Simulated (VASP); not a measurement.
Here is a VASP 6.6.1 calculation.

File INCAR:

```
SYSTEM = MnS
  PREC = Accurate
  ENCUT = 520
  EDIFF = 1E-6
  ISMEAR = -1
  SIGMA = 0.05
  LREAL = .False.
  LASPH = .True.
  NELM = 100
  ALGO = Normal
  ISIF = 2
  LWAVE = .False.
  LCHARG = .False.
  GGA = PE
  NBANDS = 27
```

Contents of KPOINTS:

```
regular mesh
0
Gamma
  8 8 5
  0 0 0
```

The input POSCAR:

```
MnS
1.0
    3.9760000000      0.0000000000      0.0000000000
   -1.9880000000      3.4433170100      0.0000000000
    0.0000000000      0.0000000000      6.4320000000
Mn S
2 2
Direct
    0.3333333300      0.6666666700      0.0000000000
    0.6666666700      0.3333333300      0.5000000000
    0.3333333300      0.6666666700      0.3850000000
    0.6666666700      0.3333333300      0.8850000000
```

Potentials or basis: VASP PAW PBE potentials, release 64 (Mn_pv, S).

Command:

```sh
$ cat potpaw_PBE.64/Mn_pv/POTCAR potpaw_PBE.64/S/POTCAR > POTCAR
$ mpirun -np 1 vasp_std > vasp.out
```

Question: Estimate the largest force.

Answer: 0.190 eV/Å.

Question: Estimate the band gap on the k mesh.

Answer: Zero (band 19 reaches 4.30 eV, above the bottom of band 20 at 3.63 eV).

Stress tensor (GPa, compression positive):
```
-20.58   0.00   0.00
  0.00 -20.58   0.00
  0.00   0.00 -19.24
```

Caveat: the run has no spin polarisation, though such a crystal can be magnetic; semilocal functionals often make such compounds metallic where correlation or magnetic order opens a gap, which also shifts bond lengths. With open d or f shells a metallic result of PBE can be an artefact of self-interaction; +U or a hybrid may open a gap.
